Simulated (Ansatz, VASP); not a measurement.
One calculation of CdTe, two programs

Contents of INCAR:

```
SYSTEM = CdTe
PREC = Accurate
ENCUT = 500
EDIFF = 1E-7
ISMEAR = -1
SIGMA = 0.02
LREAL = .FALSE.
LASPH = .TRUE.
NELM = 120
ALGO = Normal
ISIF = 3
LWAVE = .FALSE.
LCHARG = .FALSE.
GGA = PE
IBRION = 2
NSW = 60
EDIFFG = -0.005
GGA_COMPAT = .FALSE.
NELMIN = 4
```

The input KPOINTS:

```
Automatic mesh
0
G
  9 9 9
  0 0 0
```

POSCAR

```
CdTe
1.0
    0.0000000000      3.1072325060      3.1072325060
    3.1072325060      0.0000000000      3.1072325060
    3.1072325060      3.1072325060      0.0000000000
Cd Te
1 1
Direct
    0.0000000000      0.0000000000      0.0000000000
    0.2500000000      0.2500000000      0.2500000000
```

Input for Ansatz:

```yaml
crystal:
  lattice:
    - [0.0, 3.107232506, 3.107232506]
    - [3.107232506, 0.0, 3.107232506]
    - [3.107232506, 3.107232506, 0.0]
  atoms:
    - { symbol: Cd, position: [0.0, 0.0, 0.0] }
    - { symbol: Te, position: [0.25, 0.25, 0.25] }
kpoints:
  mp_grid: { grid: [9, 9, 9] }
scf:
  occupations: { method: fermi_dirac, width: 0.02 }
hamiltonian:
  xc: pbe
  pseudopotentials: { kind: paw }
output:
  forces: true
  stress: true
  write_density: true
  write_potential: true
  elf: true
  volumetric_format: npy
relax:
  f_tol: 0.005
  max_steps: 40
  cell: {}
```

Alike in both runs: task relaxation of cell and atoms; functional PBE; k mesh 9 × 9 × 9; occupations fermi-dirac, width 0.02 eV; no spin polarisation.

```csv
,VASP,Ansatz
version,VASP 6.6.1,Ansatz 0.2.0
potentials or method,"VASP PAW PBE potentials, release 64 (Cd, Te)","PAW with Ansatz's default frozen-core files, scalar-relativistic"
plane-wave cutoff (eV),500,420
valence electrons in the cell,18,36
```

VASP gave:

```
relaxed volume (Å³/atom)                                     : 36.21
relaxed cell length with the largest relative difference (Å) : 4.679
```

**Question.** Estimate Ansatz's values.

**Answer.** Relaxed volume (Å³/atom): 36.20; relaxed cell length with the largest relative difference (Å): 4.678.

VASP's potentials hold 18 valence electrons a cell and Ansatz's 36, so a difference there can come from the potentials and not from the codes.

Neither program's run includes spin-orbit coupling. Noted on VASP's run: the volume moved by over 15 % at a fixed basis, so the end points are rough.
